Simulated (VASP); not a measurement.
# SiNi (Pmmn) in VASP: notebook

The runs below take SiNi through single point, with PBE.

All numbers are computed with VASP 6.6.1; they aren't measurements. Logs are shortened: lines on timing, memory, paths and dates and some standing lists are left out, and cuts for length are marked.

## (1) The cell of the first run

Symmetry: Pmmn, No. 59, orthorhombic system. The conventional cell has a = 3.097 Å, b = 3.303 Å, c = 4.583 Å, α = 90.00°, β = 90.00°, γ = 90.00°. Si (site symmetry mm2) has 6 Ni at 2.29 to 2.42 Å and 4 Si at 2.68 Å within 3.0 Å. Within 3.0 Å of Ni (site symmetry mm2) lie 6 Si at 2.29 to 2.42 Å and 4 Ni at 2.69 Å.

## (2) Single point, PBE

Input file INCAR:

```
SYSTEM = SiNi
PREC = Accurate ; ENCUT = 520
EDIFF = 1E-6 ; ISMEAR = 0
SIGMA = 0.15 ; LREAL = .FALSE.
LASPH = .TRUE. ; NELM = 100
ALGO = Normal ; ISIF = 2
LWAVE = .FALSE. ; LCHARG = .FALSE.
GGA = PE ; NBANDS = 22
```

Input file KPOINTS:

```
Automatic mesh
0
G
  18 16 12
  0 0 0
```

Input file POSCAR:

```
SiNi
1.0
    3.0971419658      0.0000000000      0.0000000000
    0.0000000000      3.3029547232      0.0000000000
    0.0000000000      0.0000000000      4.5829537546
Si Ni
2 2
Direct
    0.5000000000      0.5000000000      0.8431827238
    0.0000000000      0.0000000000      0.1568172762
    0.5000000000      0.5000000000      0.3423059774
    0.0000000000      0.0000000000      0.6576940226
```

Potentials or basis: VASP PAW PBE potentials, release 64 (Si, Ni).

The run is started by

```sh
$ cat potpaw_PBE.64/Si/POTCAR potpaw_PBE.64/Ni/POTCAR > POTCAR
$ mpirun -np 1 vasp_std > vasp.out
```

OUTCAR:

```text
SYSTEM = SiNi
   PREC = Accurate
   ENCUT = 520
   EDIFF = 1E-6
   ISMEAR = 0
   LREAL = .FALSE.
   LASPH = .TRUE.
   NELM = 100
   ISIF = 2
   GGA = PE

 ion  position               nearest neighbor table
   1  0.500  0.500  0.843-   3 2.29   3 2.30   4 2.42   4 2.42   4 2.42   4 2.42   2 2.68   2 2.68
                             2 2.68   2 2.68
   2  0.000  0.000  0.157-   4 2.29   4 2.30   3 2.42   3 2.42   3 2.42   3 2.42   1 2.68   1 2.68
                             1 2.68   1 2.68
   3  0.500  0.500  0.342-   1 2.29   1 2.30   2 2.42   2 2.42   2 2.42   2 2.42   4 2.69   4 2.69
                             4 2.69   4 2.69
   4  0.000  0.000  0.658-   2 2.29   2 2.30   1 2.42   1 2.42   1 2.42   1 2.42   3 2.69   3 2.69
                             3 2.69   3 2.69

  LATTYP: Found a simple orthorhombic cell.
 ALAT       =     3.0971419658
 B/A-ratio  =     1.0664524777
 C/A-ratio  =     1.4797364167

  Lattice vectors:

 A1 = (   3.0971419658,   0.0000000000,   0.0000000000)
 A2 = (   0.0000000000,   3.3029547232,   0.0000000000)
 A3 = (   0.0000000000,   0.0000000000,   4.5829537546)

Analysis of symmetry for initial positions (statically):
=====================================================================
 Subroutine PRICEL returns:
 Original cell was already a primitive cell.

 Routine SETGRP: Setting up the symmetry group for a
 simple orthorhombic supercell.

 Subroutine GETGRP returns: Found  8 space group operations
 (whereof  4 operations were pure point group operations)
 out of a pool of  8 trial point group operations.

The static configuration has the point symmetry C_2v.
 The point group associated with its full space group is D_2h.

Analysis of symmetry for dynamics (positions and initial velocities):
=====================================================================
 Subroutine PRICEL returns:
 Original cell was already a primitive cell.

 Routine SETGRP: Setting up the symmetry group for a
 simple orthorhombic supercell.

 Subroutine GETGRP returns: Found  8 space group operations
 (whereof  4 operations were pure point group operations)
 out of a pool of  8 trial point group operations.

The dynamic configuration has the point symmetry C_2v.
 The point group associated with its full space group is D_2h.

 Subroutine INISYM returns: Found  8 space group operations
 (whereof  4 operations are pure point group operations),
 and found     1 'primitive' translations

[... 98 lines left out ...]
   EDIFF  = 0.1E-05   stopping-criterion for ELM
   LREAL  =      F    real-space projection
   EDIFFG = 0.1E-04   stopping-criterion for IOM
   NSW    =      0    number of steps for IOM
   IBRION =     -1    ionic relax: 0-MD 1-quasi-New 2-CG
   NFREE  =      0    steps in history (QN), initial steepest desc. (CG)
   ISIF   =      2    stress and relaxation
   ISYM   =      2    0-nonsym 1-usesym 2-fastsym
   POTIM  = 0.5000    time-step for ionic-motion
   TEBEG  =    0.0;   TEEND  =   0.0 temperature during run
   PSTRESS=    0.0 pullay stress
   NELECT =      28.0000    total number of electrons
   NUPDOWN=      -1.0000    fix difference up-down
   EMIN   =  10.00;   EMAX   =-10.00  energy-range for DOS
   EFERMI =   0.00;   METHOD = LEGACY
   ISMEAR =     0;   SIGMA  =   0.15  broadening in eV -4-tet -1-fermi 0-gaus
   EFERMI_NEDOS =   21; number of points for ismear=-14 and -15
   IALGO  =     38    algorithm
   IMIX   =      4    mixing-type and parameters
     AMIX     =   0.40;   BMIX     =  1.00
     AMIX_MAG =   1.60;   BMIX_MAG =  1.00
  volume/ion in A,a.u.               =      11.72        79.09
  Fermi-wavevector in a.u.,A,eV,Ry     =   1.378662  2.605293 25.860711  1.900709
  Thomas-Fermi vector in A             =   2.503703
   LORBIT       =      0    0 simple, 1 ext, 2 COOP (PROOUT), +10 PAW based schemes
   GGA     = PE    functional components
   LHFCALC =     F    Hartree Fock is set to
   AEXX    =    0.0000 exact exchange contribution
   IVDW    =     0    specifies the selected vdW correction
   LEPSILON=     F    determine dielectric tensor
   LRPA    =     F    only Hartree local field effects (RPA)
 non-spin polarized calculation
 Gauss-broadening in eV      SIGMA  =   0.15
  energy-cutoff  :      520.00
  volume of cell :       46.88
 maximum number of plane-waves:      1288
 NGX is ok and might be reduce to    24

 number of electron      28.0000006 magnetization

 Free energy of the ion-electron system (eV)
  ---------------------------------------------------
  ext. energy  EPLUGINS =         0.00000000
  ---------------------------------------------------
  free energy    TOTEN  =       -23.57042094 eV

  energy without entropy =      -23.55728493  energy(sigma->0) =      -23.56385294

 E-fermi :  11.0827     XC(G=0): -12.4115

 val. band max:       11.0819034039   @ k =   0.2222   0.1875   0.4167
 cond. band min:      11.0849258718   @ k =   0.1667   0.2500   0.0000
 fundamental gap:      0.0030224679
 Fermi energy:        11.0826679331

 k-point     1 :       0.0000    0.0000    0.0000
  band No.  band energies     occupation
      1      -2.5812      2.00000
      2       3.3210      2.00000
      3       4.9986      2.00000
      4       7.0546      2.00000
      5       7.6087      2.00000
      6       8.0497      2.00000
[... 589 lines left out ...]
     21      19.1600      0.00000
     22      19.2946      0.00000

 [... further k-points ...]

------------------------ aborting loop because EDIFF is reached ----------------------------------------

  FORCE on cell =-STRESS in cart. coord.  units (eV):
  Direction    XX          YY          ZZ          XY          YZ          ZX
  --------------------------------------------------------------------------------------
  -------------------------------------------------------------------------------------
  Total       -0.5260626     -0.5801070      2.8906843      0.0000000      0.0000000      0.0000000
  in kB      -17.9778926    -19.8248304     98.7875106      0.0000000      0.0000000      0.0000000
  external PRESSURE =      20.3282625 kB  Pullay stress =       0.0000000 kB

 VOLUME and BASIS-vectors are now :
 -----------------------------------------------------------------------------
  energy-cutoff  :      520.00
  volume of cell :       46.88
      direct lattice vectors                 reciprocal lattice vectors
     3.097141966  0.000000000  0.000000000     0.322878322  0.000000000  0.000000000
     0.000000000  3.302954723  0.000000000     0.000000000  0.302759221  0.000000000
     0.000000000  0.000000000  4.582953755     0.000000000  0.000000000  0.218199889

 POSITION                                       TOTAL-FORCE (eV/Angst)
 -----------------------------------------------------------------------------------
      1.54857      1.65148      3.86427         0.000000      0.000000      0.020553
      0.00000      0.00000      0.71869         0.000000      0.000000     -0.020553
      1.54857      1.65148      1.56877         0.000000      0.000000      0.182445
      0.00000      0.00000      3.01418         0.000000      0.000000     -0.182445
 -----------------------------------------------------------------------------------
    total drift:                                0.000000      0.000000      0.000000

  FREE ENERGIE OF THE ION-ELECTRON SYSTEM (eV)
  ---------------------------------------------------
  free  energy   TOTEN  =       -23.5704209428 eV

  energy  without entropy=      -23.5572849335  energy(sigma->0) =      -23.56385294
```

OSZICAR:

```text
N       E                     dE             d eps       ncg     rms          rms(c)
DAV:   1     0.141799538442E+03    0.14180E+03   -0.12364E+04 27744   0.149E+03
DAV:   2    -0.190658436047E+02   -0.16087E+03   -0.15188E+03 28104   0.285E+02
DAV:   3    -0.268769891511E+02   -0.78111E+01   -0.76156E+01 33380   0.746E+01
DAV:   4    -0.270499705036E+02   -0.17298E+00   -0.17275E+00 31836   0.100E+01
DAV:   5    -0.270552426385E+02   -0.52721E-02   -0.52715E-02 34126   0.186E+00    0.196E+01
DAV:   6    -0.321287954977E+02   -0.50736E+01   -0.56253E+01 32238   0.144E+02    0.271E+01
DAV:   7    -0.236098377671E+02    0.85190E+01   -0.21112E+01 31946   0.911E+01    0.389E+00
DAV:   8    -0.236110713426E+02   -0.12336E-02   -0.18965E+00 41828   0.145E+01    0.238E+00
DAV:   9    -0.235711418231E+02    0.39930E-01   -0.17084E-01 37340   0.612E+00    0.451E-01
DAV:  10    -0.235708648596E+02    0.27696E-03   -0.56399E-03 39922   0.100E+00    0.281E-01
DAV:  11    -0.235704360444E+02    0.42882E-03   -0.10057E-03 41152   0.500E-01    0.569E-02
DAV:  12    -0.235704283819E+02    0.76624E-05   -0.65012E-05 33630   0.731E-02    0.272E-02
DAV:  13    -0.235704216658E+02    0.67162E-05   -0.88134E-06 43416   0.409E-02    0.103E-02
DAV:  14    -0.235704209428E+02    0.72296E-06   -0.16704E-06 20050   0.922E-03
   1 F= -.23570421E+02 E0= -.23563853E+02  d E =-.131360E-01
```

Wall time 4 min (1 thread of Intel Xeon 6975P-C (Granite Rapids), shared host); peak memory 0.62 GiB.

Results:

| Quantity | Value |
| --- | --- |
| Free energy | -23.5704 eV |
| Pressure | 2.0 GPa |
| Largest force | 0.182 eV/Å |
| Band gap on the k mesh | zero (band 14 reaches 13.09 eV, above the bottom of band 15 at 10.55 eV) |

Forces on the atoms (eV/Å):
```
Si   0.000  0.000  0.021
Si   0.000  0.000 -0.021
Ni   0.000  0.000  0.182
Ni   0.000  0.000 -0.182
```

Stress tensor (GPa, compression positive):
```
-1.80  0.00  0.00
 0.00 -1.98  0.00
 0.00  0.00  9.88
```

Levels at points of the mesh, in eV from the Fermi level:
```csv
k point,band 10,band 11,band 12,band 13,band 14,band 15,band 16,band 17,band 18,band 19
"(0.00, 0.00, 0.00)",-2.45,-2.34,-1.99,-1.91,-1.14,0.29,2.95,4.84,5.49,6.59
"(0.50, 0.00, 0.00)",-2.47,-2.40,-2.40,-1.69,-1.69,1.86,1.86,3.34,3.34,5.99
"(0.00, 0.50, 0.00)",-2.53,-2.27,-2.27,-2.01,-2.01,1.53,1.53,4.15,4.15,7.05
"(0.50, 0.50, 0.00)",-3.12,-1.94,-1.94,-1.66,-1.66,1.37,1.37,2.18,2.18,4.16
"(0.00, 0.00, 0.50)",-2.75,-2.67,-1.97,1.32,2.00,2.28,2.41,3.07,3.60,4.01
"(0.50, 0.00, 0.50)",-2.23,-2.07,-2.07,-1.50,-1.50,3.69,3.69,5.50,5.50,5.98
"(0.00, 0.50, 0.50)",-2.31,-1.97,-1.97,-1.83,-1.83,4.64,4.64,5.93,5.93,6.71
"(0.50, 0.50, 0.50)",-2.45,-1.98,-1.98,-1.64,-1.64,-0.32,-0.32,0.79,0.79,8.83
```

 Spin polarisation is off, so any magnetic state and its effect on volume and gap are missing.

## (3) Single point, PBE

This run uses another cell than the first one, of the same volume but with other edges.

Input file INCAR:

```
PREC = Accurate
ENCUT = 520
EDIFF = 1E-6
ISMEAR = 0
SIGMA = 0.15
LREAL = F
LASPH = T
NELM = 60
ALGO = Normal
ISIF = 2
LWAVE = F
LCHARG = F
GGA = PE
NBANDS = 22
```

Input file KPOINTS:

```
Automatic mesh
0
Gamma
  18 16 12
```

Input file POSCAR:

```
SiNi
1.0
    3.0059961789      0.0000000000      0.0000000000
    0.0000000000      3.2057520729      0.0000000000
    0.0000000000      0.0000000000      4.8650897033
Si Ni
2 2
Direct
    0.5000000000      0.5000000000      0.8431827238
    0.0000000000      0.0000000000      0.1568172762
    0.5000000000      0.5000000000      0.3423059774
    0.0000000000      0.0000000000      0.6576940226
```

Potentials or basis: VASP PAW PBE potentials, release 64 (Si, Ni).

The run is started by

```sh
$ cat potpaw_PBE.64/Si/POTCAR potpaw_PBE.64/Ni/POTCAR > POTCAR
$ mpirun -np 1 vasp_std > vasp.out
```

OUTCAR:

```text
PREC = Accurate
   ENCUT = 520
   EDIFF = 1E-6
   ISMEAR = 0
   LREAL = F
   LASPH = T
   NELM = 60
   ISIF = 2
   GGA = PE

 ion  position               nearest neighbor table
   1  0.500  0.500  0.843-   4 2.38   4 2.38   4 2.38   4 2.38   3 2.43   3 2.44   2 2.68   2 2.68
                             2 2.68   2 2.68
   2  0.000  0.000  0.157-   3 2.38   3 2.38   3 2.38   3 2.38   4 2.43   4 2.44   1 2.68   1 2.68
                             1 2.68   1 2.68
   3  0.500  0.500  0.342-   2 2.38   2 2.38   2 2.38   2 2.38   1 2.43   1 2.44   4 2.68   4 2.68
                             4 2.68   4 2.68
[... 808 lines left out ...]
  --------------------------------------------------------------------------------------
  -------------------------------------------------------------------------------------
  Total        0.5078167      0.6801147     -2.1733944      0.0000000      0.0000000      0.0000000
  in kB       17.3543499     23.2425366    -74.2745319      0.0000000      0.0000000      0.0000000
  external PRESSURE =     -11.2258818 kB  Pullay stress =       0.0000000 kB

 VOLUME and BASIS-vectors are now :
 -----------------------------------------------------------------------------
  energy-cutoff  :      520.00
  volume of cell :       46.88
      direct lattice vectors                 reciprocal lattice vectors
     3.005996179  0.000000000  0.000000000     0.332668420  0.000000000  0.000000000
     0.000000000  3.205752073  0.000000000     0.000000000  0.311939282  0.000000000
     0.000000000  0.000000000  4.865089703     0.000000000  0.000000000  0.205546056

 POSITION                                       TOTAL-FORCE (eV/Angst)
 -----------------------------------------------------------------------------------
      1.50300      1.60288      4.10216         0.000000      0.000000     -0.025299
      0.00000      0.00000      0.76293         0.000000      0.000000      0.025299
      1.50300      1.60288      1.66535         0.000000      0.000000     -0.160601
      0.00000      0.00000      3.19974         0.000000      0.000000      0.160601
 -----------------------------------------------------------------------------------
    total drift:                                0.000000      0.000000      0.000000

  FREE ENERGIE OF THE ION-ELECTRON SYSTEM (eV)
  ---------------------------------------------------
  free  energy   TOTEN  =       -23.5706384878 eV

  energy  without entropy=      -23.5571595773  energy(sigma->0) =      -23.56389903
```

It took 3.3 min on 1 thread of Intel Xeon 6975P-C (Granite Rapids), shared host; peak memory 0.61 GiB.

What came out:

```
Free energy            : -23.5706 eV
Pressure               : -1.1 GPa
Largest force          : 0.161 eV/Å
Band gap on the k mesh : zero (band 14 reaches 12.71 eV, above the bottom of band 15 at 10.74 eV)
```

Forces on the atoms (eV/Å):
```
Si   0.000  0.000 -0.025
Si   0.000  0.000  0.025
Ni   0.000  0.000 -0.161
Ni   0.000  0.000  0.161
```

 Spin polarisation is off, so any magnetic state and its effect on volume and gap are missing.
